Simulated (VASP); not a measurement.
# TaN (P-6m2) in VASP: notebook

The runs below take TaN through single point, with PBEsol.

All numbers are computed with VASP 6.6.1; they aren't measurements. Logs are shortened: lines on timing, memory, paths and dates and some standing lists are left out, and cuts for length are marked.

### Step 1. The cell of the first run

It takes space group P-6m2 (No. 187, hexagonal). The conventional cell has a = 2.976 Å, b = 2.976 Å, c = 3.103 Å, α = 90.00°, β = 90.00°, γ = 120.00°. Within 3.2 Å of Ta (site symmetry -6m2) lie 6 N at 2.32 Å and 8 Ta at 2.98 to 3.10 Å. Within 3.2 Å of N (site symmetry -6m2) lie 6 Ta at 2.32 Å and 8 N at 2.98 to 3.10 Å.

### Step 2. Single point, PBEsol (11.90 Å³/atom)

Contents of INCAR:

```
SYSTEM = TaN
ALGO = Normal ; EDIFF = 1E-6
ENCUT = 520 ; GGA = PS
ISIF = 2 ; ISMEAR = 0
LASPH = .True. ; LCHARG = .False.
LREAL = .False. ; LWAVE = .False.
NBANDS = 15 ; NELM = 100
PREC = Accurate ; SIGMA = 0.15
```

Contents of KPOINTS:

```
k-points
0
Gamma
  21 21 18
  0 0 0
```

Contents of POSCAR:

```
TaN
1.0
    2.9764015397      0.0000000000      0.0000000000
   -1.4882007698      2.5776393453      0.0000000000
    0.0000000000      0.0000000000      3.1031962453
Ta N
1 1
Direct
    0.3333333333      0.6666666667      0.5000000000
    0.0000000000      0.0000000000      0.0000000000
```

Potentials or basis: VASP PAW PBE potentials, release 64 (Ta_pv, N).

Launch:

```sh
cat potpaw_PBE.64/Ta_pv/POTCAR potpaw_PBE.64/N/POTCAR > POTCAR
mpirun -np 1 vasp_std > vasp.out
```

OUTCAR:

```text
SYSTEM = TaN
   EDIFF = 1E-6
   ENCUT = 520
   GGA = PS
   ISIF = 2
   ISMEAR = 0
   LASPH = .True.
   LREAL = .False.
   NELM = 100
   PREC = Accurate

 ion  position               nearest neighbor table
   1  0.333  0.667  0.500-   2 2.32   2 2.32   2 2.32   2 2.32   2 2.32   2 2.32
   2  0.000  0.000  0.000-   1 2.32   1 2.32   1 2.32   1 2.32   1 2.32   1 2.32

  LATTYP: Found a hexagonal cell.
 ALAT       =     2.9764015397
 C/A-ratio  =     1.0426000000

  Lattice vectors:

 A1 = (   2.9764015397,   0.0000000000,   0.0000000000)
 A2 = (  -1.4882007698,   2.5776393453,   0.0000000000)
 A3 = (   0.0000000000,   0.0000000000,   3.1031962453)

Analysis of symmetry for initial positions (statically):
=====================================================================
 Subroutine PRICEL returns:
 Original cell was already a primitive cell.

 Routine SETGRP: Setting up the symmetry group for a
 hexagonal supercell.

 Subroutine GETGRP returns: Found 12 space group operations
 (whereof 12 operations were pure point group operations)
 out of a pool of 24 trial point group operations.

The static configuration has the point symmetry D_3h.

Analysis of symmetry for dynamics (positions and initial velocities):
=====================================================================
 Subroutine PRICEL returns:
 Original cell was already a primitive cell.

 Routine SETGRP: Setting up the symmetry group for a
 hexagonal supercell.

 Subroutine GETGRP returns: Found 12 space group operations
 (whereof 12 operations were pure point group operations)
 out of a pool of 24 trial point group operations.

The dynamic configuration has the point symmetry D_3h.

 Subroutine INISYM returns: Found 12 space group operations
 (whereof 12 operations are pure point group operations),
 and found     1 'primitive' translations

----------------------------------------------------------------------------------------

                                     Primitive cell

  volume of cell :      23.8080

  direct lattice vectors                    reciprocal lattice vectors
     2.976401540  0.000000000  0.000000000     0.335976173  0.193975934  0.000000000
    -1.488200770  2.577639345  0.000000000     0.000000000  0.387951868  0.000000000
     0.000000000  0.000000000  3.103196245     0.000000000  0.000000000  0.322248392

  length of vectors
     2.976401540  2.976401540  3.103196245     0.387951868  0.387951868  0.322248392

  position of ions in fractional coordinates (direct lattice)
     0.333333333  0.666666667  0.500000000
     0.000000000  0.000000000  0.000000000

[... 89 lines left out ...]
   EMIN   =  10.00;   EMAX   =-10.00  energy-range for DOS
   EFERMI =   0.00;   METHOD = LEGACY
   ISMEAR =     0;   SIGMA  =   0.15  broadening in eV -4-tet -1-fermi 0-gaus
   EFERMI_NEDOS =   21; number of points for ismear=-14 and -15
   IALGO  =     38    algorithm
   IMIX   =      4    mixing-type and parameters
     AMIX     =   0.40;   BMIX     =  1.00
     AMIX_MAG =   1.60;   BMIX_MAG =  1.00
  volume/ion in A,a.u.               =      11.90        80.33
  Fermi-wavevector in a.u.,A,eV,Ry     =   1.433972  2.709813 27.977310  2.056274
  Thomas-Fermi vector in A             =   2.553431
   LORBIT       =      0    0 simple, 1 ext, 2 COOP (PROOUT), +10 PAW based schemes
   GGA     = PS    functional components
   LHFCALC =     F    Hartree Fock is set to
   AEXX    =    0.0000 exact exchange contribution
   IVDW    =     0    specifies the selected vdW correction
   LEPSILON=     F    determine dielectric tensor
   LRPA    =     F    only Hartree local field effects (RPA)
 non-spin polarized calculation
 Gauss-broadening in eV      SIGMA  =   0.15
  energy-cutoff  :      520.00
  volume of cell :       23.81
 maximum number of plane-waves:       666
 NGX is ok and might be reduce to    24
   NGX = 11   NGY = 11   NGZ = 11

 number of electron      16.0000002 magnetization

 Free energy of the ion-electron system (eV)
  ---------------------------------------------------
  ext. energy  EPLUGINS =         0.00000000
  ---------------------------------------------------
  free energy    TOTEN  =       -23.42116701 eV

  energy without entropy =      -23.42041076  energy(sigma->0) =      -23.42078888

 E-fermi :   7.0084     XC(G=0): -12.9779

 val. band max:        6.9784289098   @ k =   0.0476  -0.0000   0.5000
 cond. band min:       7.0130213934   @ k =   0.0476  -0.0000   0.4444
 fundamental gap:      0.0345924836
 Fermi energy:         7.0084402976

 k-point     1 :       0.0000    0.0000    0.0000
  band No.  band energies     occupation
      1     -28.1371      2.00000
      2     -27.7482      2.00000
      3     -27.7482      2.00000
      4      -9.8292      2.00000
      5       3.0132      2.00000
      6       3.3841      2.00000
      7       3.3841      2.00000
      8       3.9727      2.00000
      9       9.0395      0.00000
     10       9.9183      0.00000
     11       9.9183      0.00000
     12      10.4209      0.00000
     13      10.4209      0.00000
     14      19.3978      0.00000
[... 401 lines left out ...]
      2     -28.0754      2.00000
      3     -27.8672      2.00000
      4      -8.8378      2.00000
      5       1.0887      2.00000
      6       2.8023      2.00000
      7       3.8218      2.00000
      8       4.3778      2.00000
      9       8.3239      0.00000
     10       9.6499      0.00000
     11      10.6803      0.00000
     12      11.5593      0.00000
     13      11.8589      0.00000
     14      19.6767      0.00000
     15      20.0457      0.00000

 [... further k-points ...]

------------------------ aborting loop because EDIFF is reached ----------------------------------------

  FORCE on cell =-STRESS in cart. coord.  units (eV):
  Direction    XX          YY          ZZ          XY          YZ          ZX
  --------------------------------------------------------------------------------------
  -------------------------------------------------------------------------------------
  Total       -3.0865062     -3.0865062     -8.1679025     -0.0000000     -0.0000000     -0.0000000
  in kB     -207.7087648   -207.7087648   -549.6651614     -0.0000000     -0.0000000     -0.0000000
  external PRESSURE =    -321.6942303 kB  Pullay stress =       0.0000000 kB

 VOLUME and BASIS-vectors are now :
 -----------------------------------------------------------------------------
  energy-cutoff  :      520.00
  volume of cell :       23.81
      direct lattice vectors                 reciprocal lattice vectors
     2.976401540  0.000000000  0.000000000     0.335976173  0.193975934  0.000000000
    -1.488200770  2.577639345  0.000000000     0.000000000  0.387951868  0.000000000
     0.000000000  0.000000000  3.103196245     0.000000000  0.000000000  0.322248392

 POSITION                                       TOTAL-FORCE (eV/Angst)
 -----------------------------------------------------------------------------------
     -0.00000      1.71843      1.55160        -0.000000      0.000000      0.000000
      0.00000      0.00000      0.00000         0.000000     -0.000000      0.000000
 -----------------------------------------------------------------------------------
    total drift:                                0.000000     -0.000000     -0.000000

  FREE ENERGIE OF THE ION-ELECTRON SYSTEM (eV)
  ---------------------------------------------------
  free  energy   TOTEN  =       -23.4211670080 eV

  energy  without entropy=      -23.4204107601  energy(sigma->0) =      -23.42078888
```

stdout:

```text
POSCAR found type information on POSCAR TaN
 POSCAR found :  2 types and       2 ions
 scaLAPACK will be used
 -----------------------------------------------------------------------------
|                                                                             |
|                                                                             |
|     You enforced a specific xc type in the INCAR file but a different       |
|     I HOPE YOU KNOW WHAT YOU ARE DOING!                                     |
|                                                                             |
 -----------------------------------------------------------------------------

 LDA part: xc-table for (Slater+PW92), standard interpolation
 POSCAR, INCAR and KPOINTS ok, starting setup
 FFT: planning ... GRIDC
 FFT: planning ... GRID_SOFT
 FFT: planning ... GRID
 WAVECAR not read
 entering main loop
```

It took 2.5 min on 1 thread of Intel Xeon 8259CL, shared host; peak memory 0.29 GiB.

What came out:

* Free energy: -23.4212 eV
* Pressure: -32.2 GPa
* Band gap on the k mesh: zero (bands 8 and 9 overlap by 0.38 eV)

Stress tensor (GPa, compression positive):
```
-20.77   0.00   0.00
  0.00 -20.77   0.00
  0.00   0.00 -54.97
```

Caveat: the stress differs along the axes, from -55 to -21 GPa; the PAW data sets were made with another functional, which shifts forces and pressure a little; spin-orbit coupling is left out, which moves the levels of the heavy elements.

### Step 3. Single point, PBEsol (11.90 Å³/atom)

Contents of INCAR:

```
SYSTEM = TaN
PREC     = Accurate       ! precision mode
ENCUT    = 520            ! plane-wave cutoff, eV
EDIFF    = 1E-6           ! SCF threshold, eV
ISMEAR   = 0              ! smearing method
SIGMA    = 0.15           ! smearing width, eV
LREAL    = .False.        ! projectors in reciprocal space
LASPH    = .True.         ! aspherical terms in the spheres
NELM     = 80             ! most SCF steps
ALGO     = Normal         ! electronic algorithm
ISIF     = 2              ! what is computed and relaxed
LWAVE    = .False.        ! write WAVECAR
LCHARG   = .False.        ! write CHGCAR
GGA      = PS             ! functional
NBANDS   = 15             ! bands
```

Contents of KPOINTS:

```
regular mesh
0
Gamma
  21 21 18
  0 0 0
```

Contents of POSCAR:

```
TaN
1.0
    3.0980977920      0.0000000000      0.0000000000
   -1.5490488960      2.6830313913      0.0000000000
    0.0000000000      0.0000000000      2.8641914087
Ta N
1 1
Direct
    0.3333333333      0.6666666667      0.5000000000
    0.0000000000      0.0000000000      0.0000000000
```

Potentials or basis: VASP PAW PBE potentials, release 64 (Ta_pv, N).

Launch:

```sh
cat potpaw_PBE.64/Ta_pv/POTCAR potpaw_PBE.64/N/POTCAR > POTCAR
mpirun -np 1 vasp_std > vasp.out
```

Run time: 2.5 min. Hardware: 1 thread of Intel Xeon 8259CL, shared host; peak memory 0.28 GiB.

The run converged. Its results:

- Free energy: -23.4617 eV
- Pressure: -29.8 GPa
- Band gap on the k mesh: zero (bands 8 and 9 overlap by 0.43 eV)

Stress tensor (GPa, compression positive):
```
-39.16   0.00   0.00
  0.00 -39.16   0.00
  0.00   0.00 -11.17
```

Levels at points of the mesh, in eV from the Fermi level:
| k point | band 5 | band 6 | band 7 | band 8 | band 9 | band 10 | band 11 | band 12 |
| --- | --- | --- | --- | --- | --- | --- | --- | --- |
| (0.00, 0.00, 0.00) | -4.57 | -4.57 | -3.69 | -2.40 | 1.09 | 3.44 | 3.44 | 3.58 |
| (0.00, 0.00, 0.50) | -8.70 | -3.83 | -3.83 | -0.02 | -0.02 | 2.64 | 2.64 | 2.88 |

Caveat: the stress differs along the axes, from -39 to -11 GPa; the PAW data sets were made with another functional, which shifts forces and pressure a little; spin-orbit coupling is left out, which moves the levels of the heavy elements.

(Continued in part 2 of 2.)

The gap in the log of VASP goes by the Fermi energy; the results here count the filled bands.